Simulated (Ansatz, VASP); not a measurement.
**One calculation of Pd, two programs**

Contents of INCAR:

```
SYSTEM = Pd
PREC = Accurate ; ENCUT = 520
EDIFF = 1E-6 ; ISMEAR = 0
SIGMA = 0.1 ; LREAL = .False.
LASPH = .True. ; NELM = 60
ALGO = Normal ; ISIF = 2
LWAVE = .False. ; LCHARG = .False.
GGA = PS ; NBANDS = 11
```

Contents of KPOINTS:

```
regular mesh
0
Gamma
  8 8 8
  0 0 0
```

The input POSCAR:

```
Pd
1.0
    0.0000000000      1.9586507875      1.9586507875
    1.9586507875      0.0000000000      1.9586507875
    1.9586507875      1.9586507875      0.0000000000
Pd
1
Direct
    0.0000000000      0.0000000000      0.0000000000
```

Input for Ansatz:

```yaml
crystal:
  lattice:
    - [0.0, 1.9586507875, 1.9586507875]
    - [1.9586507875, 0.0, 1.9586507875]
    - [1.9586507875, 1.9586507875, 0.0]
  atoms:
    - { symbol: Pd, position: [0.0, 0.0, 0.0] }
basis:
  ecutwfc: 420
kpoints:
  mp_grid: { grid: [8, 8, 8] }
hamiltonian:
  xc: pbesol
scf:
  occupations: { method: gaussian, width: 0.1 }
  lower_state_search: "off"
output:
  forces: true
  stress: true
  eigenvalues: true
```

Alike in both runs: task single point; functional PBEsol; k mesh 8 × 8 × 8; occupations gaussian, width 0.1 eV; no spin polarisation.

|  | VASP | Ansatz |
| --- | --- | --- |
| version | VASP 6.6.1 | Ansatz 0.2.0 |
| potentials or method | VASP PAW PBE potentials, release 64 (Pd), cutoff 520 eV | scalar-relativistic, plane waves, PAW |
| valence electrons in the cell | 10 | 18 |

VASP gave:

| Property | Result |
| --- | --- |
| gap on the k mesh at the Fermi level (eV) | none |
| pressure (GPa) | -5.5 |

Which values does Ansatz return?

gap on the k mesh at the Fermi level (eV): none; pressure (GPa): -5.2.

VASP's potentials were made for PBE, not for PBEsol. A gap of «none» marks a metal or a gap that the smearing closes. With one functional, cell and mesh, what is left measures potentials, basis and numerics. VASP's potentials hold 10 valence electrons a cell and Ansatz's 18, so a difference there can come from the potentials and not from the codes.
